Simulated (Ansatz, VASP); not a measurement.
## Two plane-wave programs on SrTiO3

The input INCAR:

```
SYSTEM = SrTiO3
ALGO = Normal
EDIFF = 1E-6
ENCUT = 520
GGA = PE
ISIF = 2
ISMEAR = 0
LASPH = .TRUE.
LCHARG = .TRUE.
LELF = .TRUE.
LREAL = .FALSE.
LVHAR = .TRUE.
LWAVE = .FALSE.
NBANDS = 28
NELM = 100
PREC = Accurate
SIGMA = 0.05
```

File KPOINTS:

```
k-points
0
G
  8 8 8
  0 0 0
```

The input POSCAR:

```
SrTiO3
1.0
    3.9364094381      0.0000000000      0.0000000000
    0.0000000000      3.9364094381      0.0000000000
    0.0000000000      0.0000000000      3.9364094381
Sr Ti O
1 1 3
Direct
    0.0620032910      0.0000000000      0.0000000000
    0.4365176476      0.5000000000      0.5000000000
   -0.0400433309      0.5000000000      0.5000000000
    0.4452039083      0.0000000000      0.5000000000
    0.4452039083      0.5000000000      0.0000000000
```

Input for Ansatz:

```yaml
crystal:
  lattice:
    - [3.9364094381, 0.0, 0.0]
    - [0.0, 3.9364094381, 0.0]
    - [0.0, 0.0, 3.9364094381]
  atoms:
    - { symbol: Sr, position: [0.062003291, 0.0, 0.0] }
    - { symbol: Ti, position: [0.4365176476, 0.5, 0.5] }
    - { symbol: O, position: [-0.0400433309, 0.5, 0.5] }
    - { symbol: O, position: [0.4452039083, 0.0, 0.5] }
    - { symbol: O, position: [0.4452039083, 0.5, 0.0] }
basis:
  ecutwfc: 520.0
kpoints:
  mp_grid: { grid: [8, 8, 8] }
hamiltonian:
  xc: pbe
  pseudopotentials: { kind: paw, azcp: { folder: soft_1 } }
scf:
  occupations: { method: gaussian, width: 0.05 }
output:
  forces: true
  stress: true
  eigenvalues: true
```

Change from the starting cell: mode 1 frozen in at -0.058 Å and mode 7 at +0.288 Å (largest displacements).

Alike in both runs: task single point; functional PBE; k mesh 8 × 8 × 8; occupations gaussian, width 0.05 eV; no spin polarisation.

|  | VASP | Ansatz |
| --- | --- | --- |
| version | VASP 6.6.1 | Ansatz 0.2.0 |
| potentials or method | VASP PAW PBE potentials, release 64 (Sr_sv, Ti_sv, O), cutoff 520 eV | scalar-relativistic, plane waves, PAW |
| valence electrons in the cell | 40 | 40 |

|  | VASP | Ansatz | Ansatz less VASP |
| --- | --- | --- | --- |
| gap on the k mesh at the Fermi level (eV) | 1.69 | 1.72 | +0.030 |
| least direct gap on the mesh (eV) | 2.13 | 2.15 | +0.017 |
| pressure (GPa) | 6.4 | 5.7 | -0.75 |
| traceless stress, the component that is largest in VASP (GPa) | -0.56 | -0.55 | +0.014 |
| rms of the force components (eV/Å) | 0.627 | 0.599 | -0.0285 |

Atom by atom the forces differ by 0.032 eV/Å (rms over components).
